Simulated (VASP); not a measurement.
# Si (a cell with a defect) in VASP: a series of runs

Runs on Si (a cell with a defect). Level: PBEsol. Tasks: single point.

All numbers are computed with VASP 6.6.1; they aren't measurements. Logs are shortened: lines on timing, memory, paths and dates and some standing lists are left out, and cuts for length are marked.

## 1. The cell of the first run

The cell holds a defect, 17 atoms: a = 7.679 Å, b = 7.679 Å, c = 7.679 Å, α = 60.00°, β = 60.00°, γ = 60.00°.

## 2. Single point, PBEsol

INCAR reads:

```
SYSTEM = Si
PREC     = Accurate       ! precision mode
ENCUT    = 520            ! plane-wave cutoff, eV
EDIFF    = 1E-6           ! SCF threshold, eV
ISMEAR   = -1             ! smearing method
SIGMA    = 0.05           ! smearing width, eV
LREAL    = Auto         
LASPH    = .True.         ! aspherical terms in the spheres
NELM     = 80             ! most SCF steps
ALGO     = Normal         ! electronic algorithm
ISIF     = 2              ! what is computed and relaxed
LWAVE    = .False.        ! write WAVECAR
LCHARG   = .False.        ! write CHGCAR
GGA      = PS             ! functional
NBANDS   = 48             ! bands
```

KPOINTS reads:

```
regular mesh
0
Gamma
  2 2 2
  0 0 0
```

POSCAR reads:

```
Si
1.0
    0.0000000000      5.4300000000      5.4300000000
    5.4300000000      0.0000000000      5.4300000000
    5.4300000000      5.4300000000      0.0000000000
Si
17
Direct
   -0.0031620081     -0.0033884812      0.0034800495
    0.1228001316      0.1222062537      0.1322677630
    0.0002988718     -0.0011584036      0.5006560989
    0.1227702397      0.1223531832      0.6230912565
   -0.0030190325      0.5024752273      0.0035988152
    0.1264098132      0.6242273302      0.1247915915
   -0.0030862022      0.5026276782      0.4971183642
    0.1231613296      0.6303479684      0.6233608631
    0.5031531246     -0.0034167040      0.0034900760
    0.6244675205      0.1263779272      0.1247452287
    0.5031230437     -0.0033041853      0.4971302690
    0.6318867310      0.1223145046      0.6230970200
    0.4999791739      0.4999406544      0.0001220942
    0.6246074920      0.6242057496      0.1247986113
    0.5033766422      0.5025918758      0.4971360534
    0.6245882887      0.6242984075      0.6265542678
    0.2503009402      0.2488424140      0.7506475777
```

Potentials or basis: VASP PAW PBE potentials, release 64 (Si).

Started as:

```sh
$ cat potpaw_PBE.64/Si/POTCAR > POTCAR
$ mpirun -np 1 vasp_std > vasp.out
```

OUTCAR:

```text
SYSTEM = Si
   PREC = Accurate
   ENCUT = 520
   EDIFF = 1E-6
   ISMEAR = -1
   LREAL = Auto
   LASPH = .True.
   NELM = 80
   ISIF = 2
   GGA = PS

 ion  position               nearest neighbor table
   1  0.997  0.997  0.003-  10 2.34   6 2.34   2 2.38   4 2.39  17 2.75
   2  0.123  0.122  0.132-   3 2.31   5 2.38   1 2.38   9 2.38  17 2.39
   3  0.000  0.999  0.501-   2 2.31  12 2.31   4 2.31   8 2.31
   4  0.123  0.122  0.623-   3 2.31   7 2.38  11 2.38   1 2.39  17 2.39
   5  0.997  0.502  0.004-  14 2.34   6 2.34   8 2.38   2 2.38  17 2.75
   6  0.126  0.624  0.125-   7 2.33   5 2.34   1 2.34  13 2.34
   7  0.997  0.503  0.497-  16 2.33   6 2.33   8 2.38   4 2.38  17 2.75
   8  0.123  0.630  0.623-   3 2.31   7 2.38  15 2.38   5 2.38  17 2.39
   9  0.503  0.997  0.003-  10 2.34  14 2.34   2 2.38  12 2.39  17 2.75
  10  0.624  0.126  0.125-   9 2.34   1 2.34  11 2.34  13 2.34
  11  0.503  0.997  0.497-  10 2.34  16 2.34  12 2.38   4 2.38  17 2.75
  12  0.632  0.122  0.623-   3 2.31  15 2.38  11 2.38   9 2.39  17 2.39
  13  0.500  0.500  0.000-  10 2.34  16 2.34   6 2.34  14 2.34
  14  0.625  0.624  0.125-  15 2.33   5 2.34   9 2.34  13 2.34
  15  0.503  0.503  0.497-  16 2.33  14 2.33   8 2.38  12 2.38  17 2.75
  16  0.625  0.624  0.627-   7 2.33  15 2.33  11 2.34  13 2.34
  17  0.250  0.249  0.751-   8 2.39   4 2.39  12 2.39   2 2.39  11 2.75   1 2.75   9 2.75   5 2.75
                            15 2.75   7 2.75

  LATTYP: Found a face centered cubic cell.
 ALAT       =    10.8600000000

  Lattice vectors:

 A1 = (   0.0000000000,   5.4300000000,   5.4300000000)
 A2 = (   5.4300000000,   0.0000000000,   5.4300000000)
 A3 = (   5.4300000000,   5.4300000000,   0.0000000000)

Analysis of symmetry for initial positions (statically):
=====================================================================
 Subroutine PRICEL returns:
 Original cell was already a primitive cell.

 Routine SETGRP: Setting up the symmetry group for a
 face centered cubic supercell.

 Subroutine GETGRP returns: Found  1 space group operations
 (whereof  1 operations were pure point group operations)
 out of a pool of 48 trial point group operations.

The static configuration has the point symmetry C_1 .

Analysis of symmetry for dynamics (positions and initial velocities):
=====================================================================
 Subroutine PRICEL returns:
 Original cell was already a primitive cell.

 Routine SETGRP: Setting up the symmetry group for a
 face centered cubic supercell.

 Subroutine GETGRP returns: Found  1 space group operations
 (whereof  1 operations were pure point group operations)
 out of a pool of 48 trial point group operations.

The dynamic configuration has the point symmetry C_1 .

 Subroutine INISYM returns: Found  1 space group operations
 (whereof  1 operations are pure point group operations),
 and found     1 'primitive' translations

----------------------------------------------------------------------------------------

                                     Primitive cell

  volume of cell :     320.2060

  direct lattice vectors                    reciprocal lattice vectors
     0.000000000  5.430000000  5.430000000    -0.092081031  0.092081031  0.092081031
     5.430000000  0.000000000  5.430000000     0.092081031 -0.092081031  0.092081031
     5.430000000  5.430000000  0.000000000     0.092081031  0.092081031 -0.092081031

  length of vectors
     7.679179644  7.679179644  7.679179644     0.159489025  0.159489025  0.159489025

  position of ions in fractional coordinates (direct lattice)
     0.996837992  0.996611519  0.003480049
     0.122800132  0.122206254  0.132267763
     0.000298872  0.998841596  0.500656099
     0.122770240  0.122353183  0.623091256
     0.996980968  0.502475227  0.003598815
     0.126409813  0.624227330  0.124791591
[... 9 lines left out ...]
     0.624588289  0.624298407  0.626554268
     0.250300940  0.248842414  0.750647578

  ion indices of the primitive-cell ions
   primitive index   ion index
                 1           1
                 2           2
                 3           3
                 4           4
                 5           5
                 6           6
[... 9 lines left out ...]
                16          16
                17          17

----------------------------------------------------------------------------------------

 KPOINTS: regular mesh

Automatic generation of k-mesh.
 Grid dimensions read from file:
 generate k-points for:    2    2    2

 Generating k-lattice:

  Cartesian coordinates                     Fractional coordinates (reciprocal lattice)
    -0.046040516  0.046040516  0.046040516     0.500000000  0.000000000  0.000000000
     0.046040516 -0.046040516  0.046040516     0.000000000  0.500000000  0.000000000
     0.046040516  0.046040516 -0.046040516     0.000000000  0.000000000  0.500000000

  Length of vectors
     0.079744512  0.079744512  0.079744512

  Shift w.r.t. Gamma in fractional coordinates (k-lattice)
     0.000000000  0.000000000  0.000000000

 Subroutine IBZKPT returns following result:
 ===========================================

 Found      8 irreducible k-points:

 Following reciprocal coordinates:
            Coordinates               Weight
  0.000000  0.000000  0.000000      1.000000
  0.500000  0.000000  0.000000      1.000000
  0.000000  0.500000  0.000000      1.000000
  0.000000  0.000000  0.500000      1.000000
  0.500000  0.500000  0.500000      1.000000
  0.500000  0.500000  0.000000      1.000000
  0.000000  0.500000  0.500000      1.000000
  0.500000  0.000000  0.500000      1.000000
   k-points           NKPTS =      8   k-points in BZ     NKDIM =      8   number of bands    NBANDS=     48
   number of dos      NEDOS =    301   number of ions     NIONS =     17
   total plane-waves  NPLWV = 216000
   dimension x,y,z NGX =    60 NGY =   60 NGZ =   60
   dimension x,y,z NGXF=   120 NGYF=  120 NGZF=  120
   ions per type =              17
   NGX,Y,Z   is equivalent  to a cutoff of  12.99, 12.99, 12.99 a.u.
   NGXF,Y,Z  is equivalent  to a cutoff of  25.98, 25.98, 25.98 a.u.
 SYSTEM =  Si
   PREC   = accura    normal or accurate (medium, high low for compatibility)
   ISTART =      0    job   : 0-new  1-cont  2-samecut
   ICHARG =      2    charge: 1-file 2-atom 10-const
   ISPIN  =      1    spin polarized calculation?
   LNONCOLLINEAR =      F non collinear calculations
   LSORBIT =      F    spin-orbit coupling
   LASPH  =      T    aspherical Exc in radial PAW
   ENCUT  =  520.0 eV  38.22 Ry    6.18 a.u.  14.28 14.28 14.28*2*pi/ulx,y,z
   NELM   =     80;   NELMIN=  2; NELMDL= -5     # of ELM steps
   EDIFF  = 0.1E-05   stopping-criterion for ELM
   LREAL  =      T    real-space projection
   EDIFFG = 0.1E-04   stopping-criterion for IOM
   NSW    =      0    number of steps for IOM
[... 5 lines left out ...]
   TEBEG  =    0.0;   TEEND  =   0.0 temperature during run
   PSTRESS=    0.0 pullay stress
   NELECT =      68.0000    total number of electrons
   NUPDOWN=      -1.0000    fix difference up-down
   EMIN   =  10.00;   EMAX   =-10.00  energy-range for DOS
   EFERMI =   0.00;   METHOD = LEGACY
   ISMEAR =    -1;   SIGMA  =   0.05  broadening in eV -4-tet -1-fermi 0-gaus
   EFERMI_NEDOS =   21; number of points for ismear=-14 and -15
   IALGO  =     38    algorithm
   IMIX   =      4    mixing-type and parameters
     AMIX     =   0.40;   BMIX     =  1.00
     AMIX_MAG =   1.60;   BMIX_MAG =  1.00
  volume/ion in A,a.u.               =      18.84       127.11
  Fermi-wavevector in a.u.,A,eV,Ry     =   0.976715  1.845724 12.979587  0.953973
  Thomas-Fermi vector in A             =   2.107356
   LORBIT       =      0    0 simple, 1 ext, 2 COOP (PROOUT), +10 PAW based schemes
   GGA     = PS    functional components
   LHFCALC =     F    Hartree Fock is set to
   AEXX    =    0.0000 exact exchange contribution
   IVDW    =     0    specifies the selected vdW correction
   LEPSILON=     F    determine dielectric tensor
   LRPA    =     F    only Hartree local field effects (RPA)
 non-spin polarized calculation
  energy-cutoff  :      520.00
  volume of cell :      320.21
 maximum number of plane-waves:      8646
 NGX is ok and might be reduce to    60
   NGX = 29   NGY = 29   NGZ = 29

 number of electron      68.0000001 magnetization

 Free energy of the ion-electron system (eV)
  ---------------------------------------------------
  ext. energy  EPLUGINS =         0.00000000
  ---------------------------------------------------
  free energy    TOTEN  =       -93.94743688 eV

  energy without entropy =      -93.91066290  energy(sigma->0) =      -93.92904989

 E-fermi :   6.7562     XC(G=0):  -9.8069

 val. band max:        6.5636367505   @ k =   0.0000   0.0000   0.0000
 cond. band min:       6.8106285933   @ k =   0.5000   0.0000   0.5000
 fundamental gap:      0.2469918428
 Fermi energy:         6.7562369630

 k-point     1 :       0.0000    0.0000    0.0000
  band No.  band energies     occupation
      1      -6.3875      2.00000
      2      -3.8291      2.00000
      3      -3.6826      2.00000
      4      -3.6819      2.00000
      5      -3.6811      2.00000
      6      -2.8789      2.00000
[... 38 lines left out ...]
     45       8.0201      0.00000
     46       8.9718      0.00000

 k-point     2 :       0.5000    0.0000    0.0000
  band No.  band energies     occupation
      1      -5.9850      2.00000
      2      -5.0194      2.00000
      3      -3.6325      2.00000
      4      -3.4866      2.00000
      5      -3.4845      2.00000
      6      -3.0094      2.00000
[... 38 lines left out ...]
     45       9.7288      0.00000
     46       9.8422      0.00000

 k-point     3 :       0.0000    0.5000    0.0000
  band No.  band energies     occupation
      1      -5.9854      2.00000
      2      -5.0185      2.00000
      3      -3.6317      2.00000
      4      -3.4867      2.00000
      5      -3.4856      2.00000
      6      -3.0091      2.00000
[... 38 lines left out ...]
     45       9.7293      0.00000
     46       9.8445      0.00000

 k-point     4 :       0.0000    0.0000    0.5000
  band No.  band energies     occupation
      1      -5.9849      2.00000
      2      -5.0197      2.00000
      3      -3.6326      2.00000
      4      -3.4859      2.00000
      5      -3.4846      2.00000
      6      -3.0096      2.00000
[... 38 lines left out ...]
     45       9.7286      0.00000
     46       9.8421      0.00000

 k-point     5 :       0.5000    0.5000    0.5000
  band No.  band energies     occupation
      1      -5.9850      2.00000
      2      -5.0193      2.00000
      3      -3.6324      2.00000
      4      -3.4868      2.00000
      5      -3.4844      2.00000
      6      -3.0094      2.00000
[... 38 lines left out ...]
     45       9.7289      0.00000
     46       9.8422      0.00000

 k-point     6 :       0.5000    0.5000    0.0000
  band No.  band energies     occupation
      1      -5.8513      2.00000
      2      -4.7901      2.00000
      3      -4.0472      2.00000
      4      -3.9378      2.00000
      5      -3.9371      2.00000
      6      -3.6865      2.00000
[... 38 lines left out ...]
     45      10.0351      0.00000
     46      10.0379      0.00000

 k-point     7 :       0.0000    0.5000    0.5000
  band No.  band energies     occupation
      1      -5.8513      2.00000
      2      -4.7901      2.00000
      3      -4.0473      2.00000
      4      -3.9374      2.00000
      5      -3.9373      2.00000
      6      -3.6865      2.00000
[... 38 lines left out ...]
     45      10.0352      0.00000
     46      10.0374      0.00000

 k-point     8 :       0.5000    0.0000    0.5000
  band No.  band energies     occupation
      1      -5.8513      2.00000
      2      -4.7901      2.00000
      3      -4.0472      2.00000
      4      -3.9379      2.00000
      5      -3.9371      2.00000
      6      -3.6865      2.00000
[... 38 lines left out ...]
     45      10.0350      0.00000
     46      10.0381      0.00000
 [bands above 46 left out]

------------------------ aborting loop because EDIFF is reached ----------------------------------------

  FORCE on cell =-STRESS in cart. coord.  units (eV):
  Direction    XX          YY          ZZ          XY          YZ          ZX
  --------------------------------------------------------------------------------------
  -------------------------------------------------------------------------------------
  Total        6.9077951      6.9068376      6.9066973      0.0000978      0.0012426      0.0004328
  in kB       34.5637253     34.5589344     34.5582326      0.0004895      0.0062175      0.0021656
  external PRESSURE =      34.5602974 kB  Pullay stress =       0.0000000 kB

 VOLUME and BASIS-vectors are now :
 -----------------------------------------------------------------------------
  energy-cutoff  :      520.00
  volume of cell :      320.21
      direct lattice vectors                 reciprocal lattice vectors
     0.000000000  5.430000000  5.430000000    -0.092081031  0.092081031  0.092081031
     5.430000000  0.000000000  5.430000000     0.092081031 -0.092081031  0.092081031
     5.430000000  5.430000000  0.000000000     0.092081031  0.092081031 -0.092081031

 POSITION                                       TOTAL-FORCE (eV/Angst)
 -----------------------------------------------------------------------------------
      5.43050      5.43173     10.82443        -0.002460      0.000450      0.015451
      1.38179      1.38502      1.33038         0.001838      0.000897     -0.000946
      8.14227      2.72019      5.42533        -0.000634      0.002908     -0.002070
      4.04776      4.05003      1.33102        -0.002483     -0.004167     -0.003838
      2.74798      5.43315      8.14205        -0.018117     -0.000316      0.000279
      4.06717      1.36402      4.07596        -0.013015      0.010177      0.014178
[... 9 lines left out ...]
      6.79213      6.79370      6.78145         0.015759      0.011822     -0.012473
      5.42723      5.43515      2.71035        -0.000510      0.001459     -0.000791
 -----------------------------------------------------------------------------------
    total drift:                                0.000195      0.000651     -0.000449

  FREE ENERGIE OF THE ION-ELECTRON SYSTEM (eV)
  ---------------------------------------------------
  free  energy   TOTEN  =       -93.9474368833 eV

  energy  without entropy=      -93.9106628972  energy(sigma->0) =      -93.92904989
```

Run time: 6.3 min. Hardware: 1 thread of Intel Xeon 8259CL, shared host; peak memory 0.47 GiB.

Results:

- Free energy: -93.9474 eV
- Pressure: 3.5 GPa
- Largest force: 0.023 eV/Å
- Band gap on the k mesh: zero (bands 34 and 35 overlap by 0.25 eV)

Forces in eV/Å, atoms in the order of the input:
```
Si  -0.002  0.000  0.015
Si   0.002  0.001 -0.001
Si  -0.001  0.003 -0.002
Si  -0.002 -0.004 -0.004
Si  -0.018  0.000  0.000
Si  -0.013  0.010  0.014
Si  -0.001  0.023 -0.001
Si   0.013 -0.013  0.013
Si  -0.002 -0.016  0.000
Si   0.011 -0.011  0.011
Si   0.014  0.002 -0.002
Si  -0.002  0.004  0.003
Si  -0.001  0.001 -0.001
Si  -0.013 -0.014 -0.011
Si   0.000  0.001 -0.022
Si   0.016  0.012 -0.012
Si  -0.001  0.001 -0.001
```

Levels at points of the mesh, in eV from the Fermi level:
| k point | band 32 | band 33 | band 34 | band 35 | band 36 | band 37 |
| --- | --- | --- | --- | --- | --- | --- |
| (0.00, 0.00, 0.00) | -0.73 | -0.73 | -0.20 | -0.19 | -0.19 | 0.08 |
| (0.50, 0.00, 0.00) | -1.32 | -1.32 | -0.29 | 0.56 | 0.56 | 0.91 |
| (0.00, 0.50, 0.00) | -1.32 | -1.32 | -0.29 | 0.56 | 0.56 | 0.92 |
| (0.00, 0.00, 0.50) | -1.32 | -1.32 | -0.29 | 0.56 | 0.56 | 0.91 |
| (0.50, 0.50, 0.50) | -1.32 | -1.32 | -0.29 | 0.56 | 0.56 | 0.91 |
| (0.50, 0.50, 0.00) | -1.78 | -0.93 | 0.05 | 0.76 | 1.08 | 1.08 |
| (0.00, 0.50, 0.50) | -1.78 | -0.93 | 0.05 | 0.76 | 1.08 | 1.08 |
| (0.50, 0.00, 0.50) | -1.78 | -0.93 | 0.05 | 0.76 | 1.08 | 1.08 |

Caveat: the k points lie up to 0.50 Å⁻¹ apart; the PAW data sets were made with another functional, which shifts forces and pressure a little.

[end of part 1 of 2]

The gap in the log of VASP goes by the Fermi energy; the results here count the filled bands.